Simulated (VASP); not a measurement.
# CsBa3 (I4/mmm) in VASP: relaxation of the atoms with PBE

Aim: the relaxation of the atoms of CsBa3 with PBE.

All numbers are computed with VASP 6.6.1; they aren't measurements. Logs are shortened: lines on timing, memory, paths and dates and some standing lists are left out, and cuts for length are marked.

## (1) The cell of the first run

The structure is tetragonal, space group I4/mmm (No. 139). Conventional cell: a = 7.679 Å, b = 7.679 Å, c = 10.443 Å, α = 90.00°, β = 90.00°, γ = 90.00°.

## (2) Relaxation of the atoms, PBE

INCAR

```
ALGO     = Normal         # electronic algorithm
EDIFF    = 1E-6           # SCF threshold, eV
EDIFFG   = -0.01          # ionic threshold
ENCUT    = 520            # plane-wave cutoff, eV
GGA      = PE             # functional
IBRION   = 2              # ionic algorithm
ISIF     = 2              # what is computed and relaxed
ISMEAR   = -1             # smearing method
LASPH    = T              # aspherical terms in the spheres
LCHARG   = F              # write CHGCAR
LREAL    = F              # projectors in reciprocal space
LWAVE    = F              # write WAVECAR
NELM     = 100            # most SCF steps
NSW      = 60             # ionic steps
PREC     = Accurate       # precision mode
SIGMA    = 0.05           # smearing width, eV
```

KPOINTS

```
k-points
0
Gamma
  4 4 4
```

POSCAR

```
CsBa3
1.0
    0.0000000000      5.4301353600      5.2212840000
    5.4301353600      0.0000000000      5.2212840000
    5.4301353600      5.4301353600      0.0000000000
Ba Cs
3 1
Direct
    0.5000000000      0.5000000000      0.5000000000
    0.7500000000      0.7500000000      0.7500000000
    0.2500000000      0.2500000000      0.2500000000
    0.0000000000      0.0000000000      0.0000000000
```

Potentials or basis: VASP PAW PBE potentials, release 64 (Ba_sv, Cs_sv).

Command:

```
> cat potpaw_PBE.64/Ba_sv/POTCAR potpaw_PBE.64/Cs_sv/POTCAR > POTCAR
> mpirun -np 1 vasp_std > vasp.out
```

OUTCAR:

```text
EDIFF = 1E-6
   EDIFFG = -0.01
   ENCUT = 520
   GGA = PE
   IBRION = 2
   ISIF = 2
   ISMEAR = -1
   LASPH = T
   LREAL = F
   NELM = 100
   NSW = 60
   PREC = Accurate

 ion  position               nearest neighbor table
   1  0.500  0.500  0.500-   3 4.64   3 4.64   3 4.64   2 4.64   2 4.64   2 4.64   3 4.64   2 4.64

   2  0.750  0.750  0.750-   1 4.64   1 4.64   1 4.64   1 4.64
   3  0.250  0.250  0.250-   1 4.64   1 4.64   1 4.64   1 4.64
   4  0.000  0.000  0.000-

  LATTYP: Found a body centered tetragonal cell.
 ALAT       =     7.6793710716
 C/A-ratio  =     1.3598207331

  Lattice vectors:

 A1 = (   0.0000000000,  -5.4301353600,  -5.2212840000)
 A2 = (   0.0000000000,   5.4301353600,  -5.2212840000)
 A3 = (   5.4301353600,   0.0000000000,   5.2212840000)

Analysis of symmetry for initial positions (statically):
=====================================================================
 Subroutine PRICEL returns:
 Original cell was already a primitive cell.

 Routine SETGRP: Setting up the symmetry group for a
 body centered tetragonal supercell.

 Subroutine GETGRP returns: Found 16 space group operations
 (whereof 16 operations were pure point group operations)
 out of a pool of 16 trial point group operations.

The static configuration has the point symmetry D_4h.

Analysis of symmetry for dynamics (positions and initial velocities):
=====================================================================
 Subroutine PRICEL returns:
 Original cell was already a primitive cell.

 Routine SETGRP: Setting up the symmetry group for a
 body centered tetragonal supercell.

 Subroutine GETGRP returns: Found 16 space group operations
 (whereof 16 operations were pure point group operations)
 out of a pool of 16 trial point group operations.

The dynamic configuration has the point symmetry D_4h.

 Subroutine INISYM returns: Found 16 space group operations
 (whereof 16 operations are pure point group operations),
 and found     1 'primitive' translations

----------------------------------------------------------------------------------------

                                     Primitive cell

  volume of cell :     307.9134

  direct lattice vectors                    reciprocal lattice vectors
     0.000000000  5.430135360  5.221284000    -0.092078736  0.092078736  0.095761885
     5.430135360  0.000000000  5.221284000     0.092078736 -0.092078736  0.095761885
     5.430135360  5.430135360  0.000000000     0.092078736  0.092078736 -0.095761885

  length of vectors
     7.533138565  7.533138565  7.679371072     0.161639494  0.161639494  0.161639494

  position of ions in fractional coordinates (direct lattice)
     0.500000000  0.500000000  0.500000000
     0.750000000  0.750000000  0.750000000
     0.250000000  0.250000000  0.250000000
     0.000000000  0.000000000  0.000000000

  ion indices of the primitive-cell ions
   primitive index   ion index
                 1           1
                 2           2
                 3           3
                 4           4

----------------------------------------------------------------------------------------

 KPOINTS: k-points

Automatic generation of k-mesh.
 Grid dimensions read from file:
 generate k-points for:    4    4    4

 Generating k-lattice:

  Cartesian coordinates                     Fractional coordinates (reciprocal lattice)
    -0.023019684  0.023019684  0.023940471     0.250000000  0.000000000  0.000000000
     0.023019684 -0.023019684  0.023940471     0.000000000  0.250000000  0.000000000
     0.023019684  0.023019684 -0.023940471     0.000000000  0.000000000  0.250000000

  Length of vectors
     0.040409873  0.040409873  0.040409873

  Shift w.r.t. Gamma in fractional coordinates (k-lattice)
     0.000000000  0.000000000  0.000000000

 Subroutine IBZKPT returns following result:
 ===========================================

 Found     13 irreducible k-points:

 Following reciprocal coordinates:
            Coordinates               Weight
  0.000000  0.000000  0.000000      1.000000
  0.250000  0.000000  0.000000      8.000000
  0.500000  0.000000  0.000000      4.000000
  0.250000  0.250000  0.000000      2.000000
  0.500000  0.250000  0.000000      8.000000
 -0.250000  0.250000  0.000000      4.000000
  0.500000  0.500000  0.000000      1.000000
  0.250000  0.000000  0.250000      4.000000
  0.500000  0.000000  0.250000     16.000000
 -0.250000 -0.000000  0.250000      8.000000
 -0.250000  0.500000  0.250000      4.000000
  0.500000  0.000000  0.500000      2.000000
 -0.250000  0.250000  0.500000      2.000000
   k-points           NKPTS =     13   k-points in BZ     NKDIM =     13   number of bands    NBANDS=     23
   number of dos      NEDOS =    301   number of ions     NIONS =      4
   total plane-waves  NPLWV = 188160
   dimension x,y,z NGX =    56 NGY =   56 NGZ =   60
   dimension x,y,z NGXF=   112 NGYF=  112 NGZF=  120
   ions per type =               3   1
   NGX,Y,Z   is equivalent  to a cutoff of  12.36, 12.36, 12.99 a.u.
   NGXF,Y,Z  is equivalent  to a cutoff of  24.72, 24.72, 25.98 a.u.
 SYSTEM =  unknown system
   PREC   = accura    normal or accurate (medium, high low for compatibility)
   ISTART =      0    job   : 0-new  1-cont  2-samecut
   ICHARG =      2    charge: 1-file 2-atom 10-const
   ISPIN  =      1    spin polarized calculation?
   LNONCOLLINEAR =      F non collinear calculations
   LSORBIT =      F    spin-orbit coupling
   LASPH  =      T    aspherical Exc in radial PAW
   ENCUT  =  520.0 eV  38.22 Ry    6.18 a.u.  14.01 14.01 14.28*2*pi/ulx,y,z
   NELM   =    100;   NELMIN=  2; NELMDL= -5     # of ELM steps
   EDIFF  = 0.1E-05   stopping-criterion for ELM
   LREAL  =      F    real-space projection
   EDIFFG = -.1E-01   stopping-criterion for IOM
   NSW    =     60    number of steps for IOM
   IBRION =      2    ionic relax: 0-MD 1-quasi-New 2-CG
   NFREE  =      1    steps in history (QN), initial steepest desc. (CG)
   ISIF   =      2    stress and relaxation
   ISYM   =      2    0-nonsym 1-usesym 2-fastsym
   POTIM  = 0.5000    time-step for ionic-motion
   TEBEG  =    0.0;   TEEND  =   0.0 temperature during run
   PSTRESS=    0.0 pullay stress
   NELECT =      39.0000    total number of electrons
   NUPDOWN=      -1.0000    fix difference up-down
   EMIN   =  10.00;   EMAX   =-10.00  energy-range for DOS
   EFERMI =   0.00;   METHOD = LEGACY
   ISMEAR =    -1;   SIGMA  =   0.05  broadening in eV -4-tet -1-fermi 0-gaus
   EFERMI_NEDOS =   21; number of points for ismear=-14 and -15
   IALGO  =     38    algorithm
   IMIX   =      4    mixing-type and parameters
     AMIX     =   0.40;   BMIX     =  1.00
     AMIX_MAG =   1.60;   BMIX_MAG =  1.00
  volume/ion in A,a.u.               =      76.98       519.48
  Fermi-wavevector in a.u.,A,eV,Ry     =   0.822155  1.553647  9.196697  0.675938
  Thomas-Fermi vector in A             =   1.933440
   LORBIT       =      0    0 simple, 1 ext, 2 COOP (PROOUT), +10 PAW based schemes
   GGA     = PE    functional components
   LHFCALC =     F    Hartree Fock is set to
   AEXX    =    0.0000 exact exchange contribution
   IVDW    =     0    specifies the selected vdW correction
   LEPSILON=     F    determine dielectric tensor
   LRPA    =     F    only Hartree local field effects (RPA)
 conjugate gradient relaxation of ions
 non-spin polarized calculation
  energy-cutoff  :      520.00
  volume of cell :      307.91
 maximum number of plane-waves:      8338
   NGX = 27   NGY = 27   NGZ = 29

 number of electron      38.9999999 magnetization

 Free energy of the ion-electron system (eV)
  ---------------------------------------------------
  ext. energy  EPLUGINS =         0.00000000
  ---------------------------------------------------
  free energy    TOTEN  =        -5.95557623 eV

  energy without entropy =       -5.89007268  energy(sigma->0) =       -5.92282445

 E-fermi :   1.0967     XC(G=0):  -6.7419

 val. band max:        1.0722802877   @ k =   0.2500   0.0000   0.0000
 cond. band min:       1.1088882541   @ k =  -0.2500   0.2500   0.0000
 fundamental gap:      0.0366079664
 Fermi energy:         1.0966623251

 k-point     1 :       0.0000    0.0000    0.0000
  band No.  band energies     occupation
      1     -28.3341      2.00000
      2     -28.3303      2.00000
      3     -28.1775      2.00000
      4     -21.7619      2.00000
      5     -13.4906      2.00000
      6     -13.4818      2.00000
[... 15 lines left out ...]
     22       1.6303      0.00005
     23       1.6628      0.00002

 k-point     2 :       0.2500    0.0000    0.0000
  band No.  band energies     occupation
      1     -28.3334      2.00000
      2     -28.3307      2.00000
      3     -28.1778      2.00000
      4     -21.7619      2.00000
      5     -13.4983      2.00000
      6     -13.4934      2.00000
[... 15 lines left out ...]
     22       1.6143      0.00006
     23       1.6541      0.00003

 k-point     3 :       0.5000    0.0000    0.0000
  band No.  band energies     occupation
      1     -28.3320      2.00000
      2     -28.3318      2.00000
      3     -28.1781      2.00000
      4     -21.7620      2.00000
      5     -13.4993      2.00000
      6     -13.4971      2.00000
[... 15 lines left out ...]
     22       1.4768      0.00100
     23       1.5437      0.00026

 k-point     4 :       0.2500    0.2500    0.0000
  band No.  band energies     occupation
      1     -28.3330      2.00000
      2     -28.3310      2.00000
      3     -28.1779      2.00000
      4     -21.7620      2.00000
      5     -13.5079      2.00000
      6     -13.5079      2.00000
[... 15 lines left out ...]
     22       1.7751      0.00000
     23       1.7903      0.00000

 k-point     5 :       0.5000    0.2500    0.0000
  band No.  band energies     occupation
      1     -28.3319      2.00000
      2     -28.3318      2.00000
      3     -28.1782      2.00000
      4     -21.7620      2.00000
      5     -13.5132      2.00000
      6     -13.5105      2.00000
[... 15 lines left out ...]
     22       1.7430      0.00000
     23       1.8287      0.00000

 k-point     6 :      -0.2500    0.2500    0.0000
  band No.  band energies     occupation
      1     -28.3327      2.00000
      2     -28.3311      2.00000
      3     -28.1781      2.00000
      4     -21.7620      2.00000
      5     -13.5115      2.00000
      6     -13.5020      2.00000
[... 15 lines left out ...]
     22       1.5832      0.00012
     23       1.6950      0.00001

 k-point     7 :       0.5000    0.5000    0.0000
  band No.  band energies     occupation
      1     -28.3319      2.00000
      2     -28.3317      2.00000
      3     -28.1783      2.00000
      4     -21.7620      2.00000
      5     -13.5229      2.00000
      6     -13.5229      2.00000
[... 15 lines left out ...]
     22       1.9686      0.00000
     23       1.9694      0.00000

 k-point     8 :       0.2500    0.0000    0.2500
  band No.  band energies     occupation
      1     -28.3333      2.00000
      2     -28.3307      2.00000
      3     -28.1779      2.00000
      4     -21.7619      2.00000
      5     -13.5130      2.00000
      6     -13.5058      2.00000
[... 15 lines left out ...]
     22       1.6738      0.00002
     23       1.6957      0.00001

 k-point     9 :       0.5000    0.0000    0.2500
  band No.  band energies     occupation
      1     -28.3324      2.00000
      2     -28.3313      2.00000
      3     -28.1782      2.00000
      4     -21.7620      2.00000
      5     -13.5140      2.00000
      6     -13.5091      2.00000
[... 15 lines left out ...]
     22       1.8166      0.00000
     23       1.8556      0.00000

 k-point    10 :      -0.2500   -0.0000    0.2500
  band No.  band energies     occupation
      1     -28.3324      2.00000
      2     -28.3314      2.00000
      3     -28.1781      2.00000
      4     -21.7620      2.00000
      5     -13.5055      2.00000
      6     -13.4995      2.00000
[... 15 lines left out ...]
     22       1.5746      0.00014
     23       1.7291      0.00001

 k-point    11 :      -0.2500    0.5000    0.2500
  band No.  band energies     occupation
      1     -28.3321      2.00000
      2     -28.3315      2.00000
      3     -28.1783      2.00000
      4     -21.7620      2.00000
      5     -13.5245      2.00000
      6     -13.4927      2.00000
[... 15 lines left out ...]
     22       1.7504      0.00000
     23       1.8998      0.00000

 k-point    12 :       0.5000    0.0000    0.5000
  band No.  band energies     occupation
      1     -28.3325      2.00000
      2     -28.3311      2.00000
      3     -28.1783      2.00000
      4     -21.7620      2.00000
      5     -13.5265      2.00000
      6     -13.5207      2.00000
[... 15 lines left out ...]
     22       1.7912      0.00000
     23       1.8140      0.00000

 k-point    13 :      -0.2500    0.2500    0.5000
  band No.  band energies     occupation
      1     -28.3318      2.00000
      2     -28.3318      2.00000
      3     -28.1783      2.00000
      4     -21.7620      2.00000
      5     -13.5209      2.00000
      6     -13.4897      2.00000
[... 15 lines left out ...]
     22       1.7066      0.00001
     23       1.9589      0.00000

------------------------ aborting loop because EDIFF is reached ----------------------------------------

  FORCE on cell =-STRESS in cart. coord.  units (eV):
  Direction    XX          YY          ZZ          XY          YZ          ZX
  --------------------------------------------------------------------------------------
  -------------------------------------------------------------------------------------
  Total       -0.6227289     -0.6227289     -0.5549374      0.0000000     -0.0000000      0.0000000
  in kB       -3.2402686     -3.2402686     -2.8875262      0.0000000     -0.0000000      0.0000000
  external PRESSURE =      -3.1226878 kB  Pullay stress =       0.0000000 kB

 VOLUME and BASIS-vectors are now :
 -----------------------------------------------------------------------------
  energy-cutoff  :      520.00
  volume of cell :      307.91
      direct lattice vectors                 reciprocal lattice vectors
     0.000000000  5.430135360  5.221284000    -0.092078736  0.092078736  0.095761885
     5.430135360  0.000000000  5.221284000     0.092078736 -0.092078736  0.095761885
     5.430135360  5.430135360  0.000000000     0.092078736  0.092078736 -0.095761885

 POSITION                                       TOTAL-FORCE (eV/Angst)
 -----------------------------------------------------------------------------------
      5.43014      5.43014      5.22128         0.000000      0.000000      0.000000
      8.14520      8.14520      7.83193         0.000000     -0.000000      0.000000
      2.71507      2.71507      2.61064         0.000000      0.000000     -0.000000
      0.00000      0.00000      0.00000         0.000000     -0.000000      0.000000
 -----------------------------------------------------------------------------------
    total drift:                               -0.000000      0.000000      0.000000

  FREE ENERGIE OF THE ION-ELECTRON SYSTEM (eV)
  ---------------------------------------------------
  free  energy   TOTEN  =        -5.9555762270 eV

  energy  without entropy=       -5.8900726771  energy(sigma->0) =       -5.92282445

 reached required accuracy - stopping structural energy minimisation
```

It took 2 min on 1 thread of Intel Xeon Platinum 8259CL at 2.50GHz (Skylake/Cascade Lake), shared host; peak memory 0.48 GiB.

What came out:

```yaml
Free_energy: -5.9556 eV
Pressure_after_relaxing: -0.3 GPa
Band_gap_on_the_k_mesh: zero (an odd number of electrons rules out a gap without spin polarisation)
```

Final structure:
```cif
data_structure
_symmetry_space_group_name_H-M 'P 1'
_symmetry_Int_Tables_number 1
_cell_length_a 7.5331
_cell_length_b 7.5331
_cell_length_c 7.6794
_cell_angle_alpha 59.356
_cell_angle_beta 59.356
_cell_angle_gamma 61.288
_cell_volume 307.91
loop_
_atom_site_label
_atom_site_type_symbol
_atom_site_fract_x
_atom_site_fract_y
_atom_site_fract_z
_atom_site_occupancy
Ba1 Ba 0.50000 0.50000 0.50000 1
Ba2 Ba 0.75000 0.75000 0.75000 1
Ba3 Ba 0.25000 0.25000 0.25000 1
Cs1 Cs 0.00000 0.00000 0.00000 1
```

Caveat: spin-orbit coupling is left out, which moves the levels of the heavy elements.

The gap in the log of VASP goes by the Fermi energy; the results here count the filled bands.